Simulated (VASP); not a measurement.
**WS2: single point with PBEsol**

WS2:

```xyz
3
Lattice="1.6264 0.9390 6.3482 -1.6264 0.9390 6.3482 0.0000 -1.8780 6.3482" Properties=species:S:1:pos:R:3 pbc="T T T"
W     0.0000    0.0000    0.0000
S     0.0000    0.0000   14.2892
S     0.0000    0.0000   11.0650
```

This cell differs from its parent crystal: strain +0.030 along x and y, +0.030 along z.

```yaml
Program: VASP 6.6.1
Task: single point
Functional: PBEsol
Potentials_or_basis: VASP PAW PBE potentials, release 64 (W_sv, S)
Cutoff: 520 eV
k_mesh: 12 × 12 × 12
Occupations: gaussian, width 0.05 eV
Spin: no spin polarisation
Dipole_correction: no
Further_INCAR_settings: ALGO = Normal; EDIFF = 1e-06; NBANDS = 20
```

```json
{
  "Pressure": "-12.7 GPa",
  "Largest force": "1.679 eV/Å",
  "Band gap on the k mesh": "1.05 eV (least direct gap 1.68 eV)"
}
```

Forces in eV/Å, atoms in the order of the input:
```
W    0.000  0.000 -0.486
S    0.000  0.000 -1.193
S    0.000  0.000  1.679
```

Stress tensor (GPa, compression positive):
```
-12.67   0.00   0.00
  0.00 -12.67   0.00
  0.00   0.00 -12.85
```

Levels at points of the mesh, in eV from the valence-band top:
```tsv
k point	band 10	band 11	band 12	band 13	band 14	band 15	band 16	band 17
(0.00, 0.00, 0.00)	-2.04	-2.04	-1.45	-0.95	2.08	2.08	2.32	2.32
(0.50, 0.00, 0.00)	-3.73	-2.39	-1.68	-1.47	2.10	2.41	3.42	3.58
(0.50, 0.50, 0.00)	-3.65	-2.89	-1.85	-1.34	2.06	2.49	3.05	3.97
(0.50, 0.50, 0.50)	-3.15	-2.01	-2.01	0.00	2.14	2.14	2.22	2.22
```

Run time: 19 min on 1 thread of Intel Xeon 8259CL (shared host), peak memory 0.48 GiB.

Caveat: the cell differs from its parent crystal (strain +0.030 along x and y, +0.030 along z); the cell stands under tension; the PAW data sets were made with another functional, which shifts forces and pressure a little; spin-orbit coupling is left out, which moves the levels of the heavy elements. A k mesh can miss the band edges.
